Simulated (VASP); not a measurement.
Input of a VASP 6.6.1 run:

Contents of INCAR:

```
PREC     = Accurate       # precision mode
ENCUT    = 520            # plane-wave cutoff, eV
EDIFF    = 1E-6           # SCF threshold, eV
ISMEAR   = 0              # smearing method
SIGMA    = 0.01           # smearing width, eV
LREAL    = False          # projectors in reciprocal space
LASPH    = True           # aspherical terms in the spheres
NELM     = 60             # most SCF steps
ALGO     = Normal         # electronic algorithm
ISIF     = 2              # what is computed and relaxed
LWAVE    = False          # write WAVECAR
LCHARG   = False          # write CHGCAR
GGA      = PE             # functional
NBANDS   = 14             # bands
```

Contents of KPOINTS:

```
regular mesh
0
Gamma
  4 4 4
```

POSCAR

```
NaI
1.0
    0.0000000000      3.5431916835      3.5431916835
    3.5431916835      0.0000000000      3.5431916835
    3.5431916835      3.5431916835      0.0000000000
Na I
1 1
Direct
    0.0000000000      0.0000000000      0.0000000000
    0.2500000000      0.2500000000      0.2500000000
```

Potentials or basis: VASP PAW PBE potentials, release 64 (Na_pv, I).

Launch:

```sh
$ cat potpaw_PBE.64/Na_pv/POTCAR potpaw_PBE.64/I/POTCAR > POTCAR
$ mpirun -np 1 vasp_std > vasp.out
```

(1) Predict the band gap on the k mesh.

(2) What does it give for the pressure?

Results:

(1) 3.82 eV, direct.

(2) 0.4 GPa.

Caveat: spin-orbit coupling is left out, which moves the levels of the heavy elements.
